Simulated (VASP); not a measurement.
# C (Fd-3m) in VASP: further runs, part 2 of 2

VASP 6.6.1. Earlier steps stand in the parts before.

## Step 3: Single point, r2SCAN

POSCAR reads:

```
C
1.0
    0.0000000000      1.7714007132      1.7714007132
    1.7714007132      0.0000000000      1.7714007132
    1.7714007132      1.7714007132      0.0000000000
C
2
Direct
    0.7500000000      0.7500000000      0.7500000000
    0.5000000000      0.5000000000      0.5000000000
```

INCAR.step1 reads:

```
PREC = Accurate ; ENCUT = 520
ISMEAR = -1 ; SIGMA = 0.05
LREAL = F ; LASPH = T
NELM = 80 ; NBANDS = 11
GGA = PE ; ALGO = Normal
EDIFF = 1E-4 ; LWAVE = T
LCHARG = F
```

INCAR.step2 reads:

```
PREC = Accurate ; ENCUT = 520
EDIFF = 1E-7 ; ISMEAR = -1
SIGMA = 0.05 ; LREAL = F
LASPH = T ; NELM = 80
ALGO = Normal ; ISIF = 2
LWAVE = F ; LCHARG = F
METAGGA = R2SCAN ; LMIXTAU = T
NBANDS = 11 ; ISTART = 1
```

KPOINTS reads:

```
Automatic mesh
0
Gamma
  13 13 13
```

Potentials or basis: VASP PAW PBE potentials, release 64 (C).

The run is started by

```sh
$ cat potpaw_PBE.64/C/POTCAR > POTCAR
$ cp INCAR.step1 INCAR
$ mpirun -np 1 vasp_std > vasp.out
$ cp INCAR.step2 INCAR
$ mpirun -np 1 vasp_std > vasp.out
```

Wall time 38 s (1 thread of Intel Xeon Platinum 8375C at 2.90GHz (Ice Lake), shared host); peak memory 0.12 GiB.

It converged, with:

* Free energy: -19.6522 eV
* Pressure: 8.0 GPa
* Band gap on the k mesh: 4.38 eV, indirect (least direct gap 5.89 eV)

Levels at points of the mesh, in eV from the valence-band top:
| k point | band 1 | band 2 | band 3 | band 4 | band 5 | band 6 | band 7 | band 8 | band 9 |
| --- | --- | --- | --- | --- | --- | --- | --- | --- | --- |
| (0.00, 0.00, 0.00) | -22.98 | 0.00 | 0.00 | 0.00 | 5.89 | 5.89 | 5.89 | 14.31 | 20.67 |

Caveat: the PAW data sets were made with another functional, which shifts forces and pressure a little. A k mesh can miss the band edges.

## Step 4: Single point, r2SCAN

This run uses another cell than the first one, of 5.67 Å³/atom, 1.020 times its volume.

POSCAR reads:

```
C
1.0
    0.0000000000      1.7833700000      1.7833700000
    1.7833700000      0.0000000000      1.7833700000
    1.7833700000      1.7833700000      0.0000000000
C
2
Direct
    0.7500000000      0.7500000000      0.7500000000
    0.5000000000      0.5000000000      0.5000000000
```

INCAR.step1 reads:

```
PREC = Accurate ; ENCUT = 520
ISMEAR = -1 ; SIGMA = 0.05
LREAL = False ; LASPH = True
NELM = 100 ; NBANDS = 11
GGA = PE ; ALGO = Normal
EDIFF = 1E-4 ; LWAVE = True
LCHARG = False
```

INCAR.step2 reads:

```
PREC = Accurate ; ENCUT = 520
EDIFF = 1E-6 ; ISMEAR = -1
SIGMA = 0.05 ; LREAL = False
LASPH = True ; NELM = 100
ALGO = Normal ; ISIF = 2
LWAVE = False ; LCHARG = False
METAGGA = R2SCAN ; LMIXTAU = True
NBANDS = 11 ; ISTART = 1
```

KPOINTS reads:

```
regular mesh
0
Gamma
  13 13 13
```

Potentials or basis: VASP PAW PBE potentials, release 64 (C).

The run is started by

```sh
$ cat potpaw_PBE.64/C/POTCAR > POTCAR
$ cp INCAR.step1 INCAR
$ mpirun -np 1 vasp_std > vasp.out
$ cp INCAR.step2 INCAR
$ mpirun -np 1 vasp_std > vasp.out
```

OUTCAR:

```text
PREC = Accurate
   ENCUT = 520
   EDIFF = 1E-6
   ISMEAR = -1
   LREAL = False
   LASPH = True
   NELM = 100
   ISIF = 2
   METAGGA = R2SCAN
   ISTART = 1

 ion  position               nearest neighbor table
   1  0.750  0.750  0.750-   2 1.54   2 1.54   2 1.54   2 1.54
   2  0.500  0.500  0.500-   1 1.54   1 1.54   1 1.54   1 1.54

  LATTYP: Found a face centered cubic cell.
 ALAT       =     3.5667400000

  Lattice vectors:

 A1 = (   0.0000000000,   1.7833700000,   1.7833700000)
 A2 = (   1.7833700000,   0.0000000000,   1.7833700000)
 A3 = (   1.7833700000,   1.7833700000,   0.0000000000)

Analysis of symmetry for initial positions (statically):
=====================================================================
 Subroutine PRICEL returns:
 Original cell was already a primitive cell.

 Routine SETGRP: Setting up the symmetry group for a
 face centered cubic supercell.

 Subroutine GETGRP returns: Found 48 space group operations
 (whereof 24 operations were pure point group operations)
 out of a pool of 48 trial point group operations.

The static configuration has the point symmetry T_d .
 The point group associated with its full space group is O_h .

[... 163 lines left out ...]
 cond. band min:      14.0497192169   @ k =   0.3846   0.3846   0.0000
 fundamental gap:      4.3368372239
 Fermi energy:        10.6435516101

 k-point     1 :       0.0000    0.0000    0.0000
  band No.  band energies     occupation
      1     -12.9825      2.00000
      2       9.7129      2.00000
      3       9.7129      2.00000
      4       9.7129      2.00000
      5      15.5484      0.00000
      6      15.5484      0.00000
      7      15.5484      0.00000
      8      23.5309      0.00000
      9      30.1064      0.00000
     10      37.1009      0.00000
     11      37.1009      0.00000
[... 309 lines left out ...]
 k-point    24 :       0.4615    0.1538    0.0000
  band No.  band energies     occupation
      1      -7.7672      2.00000
      2      -2.1682      2.00000
      3       4.9917      2.00000
      4       5.5748      2.00000
      5      17.1374      0.00000
      6      20.8604      0.00000
      7      21.0948      0.00000
      8      24.4345      0.00000
      9      31.5244      0.00000
     10      34.3021      0.00000
     11      38.0631      0.00000

 [... further k-points ...]
[... 5 lines left out ...]
  --------------------------------------------------------------------------------------
  -------------------------------------------------------------------------------------
  Total       -0.0938073     -0.0938073     -0.0938073      0.0000000      0.0000000      0.0000000
  in kB      -13.2492935    -13.2492935    -13.2492935      0.0000000      0.0000000      0.0000000
  external PRESSURE =     -13.2492935 kB  Pullay stress =       0.0000000 kB

 VOLUME and BASIS-vectors are now :
 -----------------------------------------------------------------------------
  energy-cutoff  :      520.00
  volume of cell :       11.34
      direct lattice vectors                 reciprocal lattice vectors
     0.000000000  1.783370000  1.783370000    -0.280368067  0.280368067  0.280368067
     1.783370000  0.000000000  1.783370000     0.280368067 -0.280368067  0.280368067
     1.783370000  1.783370000  0.000000000     0.280368067  0.280368067 -0.280368067

 POSITION                                       TOTAL-FORCE (eV/Angst)
 -----------------------------------------------------------------------------------
      2.67505      2.67505      2.67505        -0.000000      0.000000      0.000000
      1.78337      1.78337      1.78337         0.000000     -0.000000     -0.000000
 -----------------------------------------------------------------------------------
    total drift:                                0.000000     -0.000000      0.000000

  FREE ENERGIE OF THE ION-ELECTRON SYSTEM (eV)
  ---------------------------------------------------
  free  energy   TOTEN  =       -19.6572924919 eV

  energy  without entropy=      -19.6572924919  energy(sigma->0) =      -19.65729249
```

OUTCAR.step1:

```text
PREC = Accurate
   ENCUT = 520
   ISMEAR = -1
   LREAL = False
   LASPH = True
[... 558 lines left out ...]
      2.67505      2.67505      2.67505         0.000000     -0.000000     -0.000000
      1.78337      1.78337      1.78337        -0.000000      0.000000      0.000000
 -----------------------------------------------------------------------------------
    total drift:                                0.000000     -0.000000      0.000000

  FREE ENERGIE OF THE ION-ELECTRON SYSTEM (eV)
  ---------------------------------------------------
  free  energy   TOTEN  =       -18.1852349168 eV

  energy  without entropy=      -18.1852349168  energy(sigma->0) =      -18.18523492
```

Run time: 35 s. Hardware: 1 thread of Intel Xeon Platinum 8375C at 2.90GHz (Ice Lake), shared host; peak memory 0.12 GiB.

What came out:

```
Free energy            : -19.6573 eV
Pressure               : -1.3 GPa
Band gap on the k mesh : 4.34 eV, indirect (least direct gap 5.84 eV)
```

Caveat: the PAW data sets were made with another functional, which shifts forces and pressure a little. r2SCAN opens gaps a little over a GGA but as a rule still falls short of measured ones.

## Step 5: The runs side by side

```tsv
level	cell	gap on the mesh (eV)	pressure (GPa)
PBE	a = 2.505 Å, angles 60.0°, 2 atoms	4.19	11.8
r2SCAN	a = 2.505 Å, angles 60.0°, 2 atoms	4.38	8.0
r2SCAN	a = 2.522 Å, angles 60.0°, 2 atoms	4.34	-1.3
```

Alike in all rows: task single point; potentials or basis VASP PAW PBE potentials, release 64 (C); no spin polarisation; k mesh 13 × 13 × 13; cutoff (eV) 520; smearing fermi-dirac 0.05 eV.

Caveats: the PAW data sets were made with another functional, which shifts forces and pressure a little (some runs).

Total energies depend on the potentials used, so only differences within one code and one set of settings carry meaning.
